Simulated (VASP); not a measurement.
# MoS2 in VASP: notebook, part 2 of 2

VASP 6.6.1.

## 3. Single point, PBE+D3(BJ), collinear spin, ferromagnetic start

This run uses another cell than the first one, of 60.61 Å³/atom, 1.004 times its volume.

INCAR

```
  PREC = Accurate
  ENCUT = 520
  EDIFF = 1E-7
  ISMEAR = 0
  SIGMA = 0.05
  LREAL = F
  LASPH = T
  NELM = 150
  ALGO = Normal
  ISIF = 2
  LWAVE = F
  LCHARG = T
  ISPIN = 2
  MAGMOM = 0 0 1
  LORBIT = 11
  LMAXMIX = 4
  LDIPOL = T
  IDIPOL = 3
  DIPOL = 0.5 0.5 0.500
  GGA = PE
  IVDW = 12
  LELF = T
  LVHAR = T
  LVACPOTAV = T
  NBANDS = 24
```

KPOINTS

```
Automatic mesh
0
Gamma
  12 12 1
```

POSCAR

```
MoS2
1.0
    3.1610016000      0.0000000000      0.0000000000
   -1.5805008000      2.7375076900      0.0000000000
    0.0000000000      0.0000000000     21.0122751980
S Mo
2 1
Direct
    0.3333333300      0.6666666700      0.4283210607
    0.3333333300      0.6666666700      0.5716789393
    0.6666666700      0.3333333300      0.5000000000
```

Potentials or basis: VASP PAW PBE potentials, release 64 (S, Mo_sv).

Command:

```console
$ cat potpaw_PBE.64/S/POTCAR potpaw_PBE.64/Mo_sv/POTCAR > POTCAR
$ mpirun -np 1 vasp_std > vasp.out
```

OUTCAR:

```text
PREC = Accurate
   ENCUT = 520
   EDIFF = 1E-7
   ISMEAR = 0
   LREAL = F
   LASPH = T
   NELM = 150
   ISIF = 2
   ISPIN = 2
   LORBIT = 11
   GGA = PE
   IVDW = 12
 IVDW          = 12

 ion  position               nearest neighbor table
   1  0.333  0.667  0.428-   3 2.37   3 2.37   3 2.37
   2  0.333  0.667  0.572-   3 2.37   3 2.37   3 2.37
   3  0.667  0.333  0.500-   1 2.37   2 2.37   1 2.37   2 2.37   1 2.37   2 2.37

  LATTYP: Found a hexagonal cell.
 ALAT       =     3.1610016000
 C/A-ratio  =     6.6473472199

  Lattice vectors:

 A1 = (   3.1610016000,   0.0000000000,   0.0000000000)
 A2 = (  -1.5805008000,   2.7375076900,   0.0000000000)
 A3 = (   0.0000000000,   0.0000000000,  21.0122751980)

Analysis of symmetry for initial positions (statically):
=====================================================================
 Subroutine PRICEL returns:
 Original cell was already a primitive cell.

 Routine SETGRP: Setting up the symmetry group for a
 hexagonal supercell.

 Subroutine GETGRP returns: Found 12 space group operations
 (whereof 12 operations were pure point group operations)
 out of a pool of 24 trial point group operations.

The static configuration has the point symmetry D_3h.

Analysis of symmetry for dynamics (positions and initial velocities):
=====================================================================
 Subroutine PRICEL returns:
 Original cell was already a primitive cell.

 Routine SETGRP: Setting up the symmetry group for a
 hexagonal supercell.

 Subroutine GETGRP returns: Found 12 space group operations
 (whereof 12 operations were pure point group operations)
 out of a pool of 24 trial point group operations.

The dynamic configuration has the point symmetry D_3h.

Analysis of structural, dynamic, and magnetic symmetry:
[... 157 lines left out ...]
  ---------------------------------------------------
  free energy    TOTEN  =       -21.76750400 eV

  energy without entropy =      -21.76750400  energy(sigma->0) =      -21.76750400

 E-fermi :  -1.6051     XC(G=0):  -3.6197

 val. band max:       -2.0350498174   @ k =   0.0000   0.0000   0.0000
 cond. band min:      -0.6219015066   @ k =   0.3333   0.3333   0.0000
 fundamental gap:      1.4131483108
 Fermi energy:        -1.6051428800

 spin component 1

 k-point     1 :       0.0000    0.0000    0.0000
  band No.  band energies     occupation
      1     -63.0044      1.00000
      2     -37.1785      1.00000
      3     -36.9625      1.00000
      4     -36.9625      1.00000
      5     -16.5297      1.00000
      6     -15.0026      1.00000
[... 502 lines left out ...]
     23       9.4948      0.00000
     24       9.6467      0.00000
 Fermi energy:        -1.6051428800

 spin component 2

 k-point     1 :       0.0000    0.0000    0.0000
  band No.  band energies     occupation
      1     -63.0044      1.00000
      2     -37.1785      1.00000
      3     -36.9625      1.00000
      4     -36.9625      1.00000
      5     -16.5297      1.00000
      6     -15.0026      1.00000
[... 502 lines left out ...]
     23       9.4948      0.00000
     24       9.6344      0.00000

------------------------ aborting loop because EDIFF is reached ----------------------------------------

 Edisp (eV)   -0.96657

 E8    (eV) :    -0.4182

  FORCE on cell =-STRESS in cart. coord.  units (eV):
  Direction    XX          YY          ZZ          XY          YZ          ZX
  --------------------------------------------------------------------------------------
  -------------------------------------------------------------------------------------
  Total       1.06015     1.06015     3.55956     0.00000     0.00000     0.00000
  in kB       9.34167     9.34167    31.36563     0.00000     0.00000     0.00000
  external pressure =       16.68 kB  Pullay stress =        0.00 kB

 VOLUME and BASIS-vectors are now :
 -----------------------------------------------------------------------------
  energy-cutoff  :      520.00
  volume of cell :      181.82
      direct lattice vectors                 reciprocal lattice vectors
     3.161001600  0.000000000  0.000000000     0.316355424  0.182647889  0.000000000
    -1.580500800  2.737507690  0.000000000     0.000000000  0.365295777  0.000000000
     0.000000000  0.000000000 21.012275198     0.000000000  0.000000000  0.047591229

 POSITION                                       TOTAL-FORCE (eV/Angst)
 -----------------------------------------------------------------------------------
     -0.00000      1.82501      9.00000         0.000000     -0.000000     -1.190495
     -0.00000      1.82501     12.01228         0.000000     -0.000000      1.190495
      1.58050      0.91250     10.50614        -0.000000      0.000000     -0.000000
 -----------------------------------------------------------------------------------
    total drift:                               -0.000013      0.000008     -0.000000

  FREE ENERGIE OF THE ION-ELECTRON SYSTEM (eV)
  ---------------------------------------------------
  free  energy   TOTEN  =       -22.7340718250 eV

  energy  without entropy=      -22.7340718250  energy(sigma->0) =      -22.73407182

 vacuum level on the upper side and lower side of the slab         3.759         3.759

 total charge

# of ion       s       p       d       tot
------------------------------------------
    1        1.362   2.369   0.000   3.731
    2        1.362   2.369   0.000   3.731
    3        2.305   6.241   4.024  12.570
--------------------------------------------------
tot          5.030  10.978   4.024  20.032

 magnetization (x)

# of ion       s       p       d       tot
------------------------------------------
    1        0.000  -0.000   0.000  -0.000
    2        0.000  -0.000   0.000  -0.000
    3        0.000   0.000   0.000   0.000
--------------------------------------------------
tot          0.000  -0.000   0.000   0.000
```

OSZICAR:

```text
N       E                     dE             d eps       ncg     rms          rms(c)
DAV:   1     0.153212413777E+03    0.15321E+03   -0.13135E+04  2312   0.841E+02
DAV:   2    -0.120916630231E+02   -0.16530E+03   -0.15848E+03  2392   0.208E+02
DAV:   3    -0.228661886253E+02   -0.10775E+02   -0.10635E+02  2352   0.466E+01
DAV:   4    -0.230699591028E+02   -0.20377E+00   -0.20360E+00  2456   0.698E+00
[... 19 lines left out ...]
DAV:  24    -0.217675023189E+02   -0.48654E-05   -0.19371E-07  1672   0.112E-03    0.449E-04
DAV:  25    -0.217675033877E+02   -0.10687E-05   -0.31795E-08  1752   0.633E-04    0.188E-04
DAV:  26    -0.217675036490E+02   -0.26138E-06   -0.75075E-09  1648   0.362E-04    0.970E-05
DAV:  27    -0.217675039917E+02   -0.34265E-06   -0.20995E-08  1656   0.319E-04    0.990E-05
DAV:  28    -0.217675039960E+02   -0.43306E-08   -0.77733E-10  1600   0.140E-04
   1 F= -.22734072E+02 E0= -.22734072E+02  d E =-.153253E-35  mag=    -0.0000
```

stdout:

```text
POSCAR found type information on POSCAR S Mo
 POSCAR found :  2 types and       3 ions
 scaLAPACK will be used
 LDA part: xc-table for (Slater+PW92), standard interpolation
 POSCAR, INCAR and KPOINTS ok, starting setup
 FFT: planning ... GRIDC
 FFT: planning ... GRID_SOFT
 FFT: planning ... GRID
 WAVECAR not read
 entering main loop
 -----------------------------------------------------------------------------
|                                                                             |
|           W    W    AA    RRRRR   N    N  II  N    N   GGGG   !!!           |
|           W    W   A  A   R    R  NN   N  II  NN   N  G    G  !!!           |
|           W    W  A    A  R    R  N N  N  II  N N  N  G       !!!           |
|           W WW W  AAAAAA  RRRRR   N  N N  II  N  N N  G  GGG   !            |
|           WW  WW  A    A  R   R   N   NN  II  N   NN  G    G                |
|           W    W  A    A  R    R  N    N  II  N    N   GGGG   !!!           |
|                                                                             |
|     Did not find any points to average over, which means that no vacuum     |
|     field-free region was found. Please increase the size of  your cell     |
|     in the dimension of the dipole correction to obtain accurate            |
|     workfunction values.                                                    |
|                                                                             |
 -----------------------------------------------------------------------------
```

It took 4.6 min on 1 thread of Intel Xeon 6975P-C, shared host; peak memory 0.44 GiB.

What came out:

```
Free energy                                           : -22.7341 eV
Largest force                                         : 1.190 eV/Å
Band gap on the k mesh                                : 1.41 eV, indirect (least direct gap 1.65 eV)
Net moment                                            : 0.00 μB per cell
Valence electrons inside the program's atomic spheres : S 3.73; Mo 12.57
Dispersion energy per atom                            : -0.322 eV
```

Forces in eV/Å, atoms in the order of the input:
```
S    0.000  0.000 -1.190
S    0.000  0.000  1.190
Mo   0.000  0.000  0.000
```
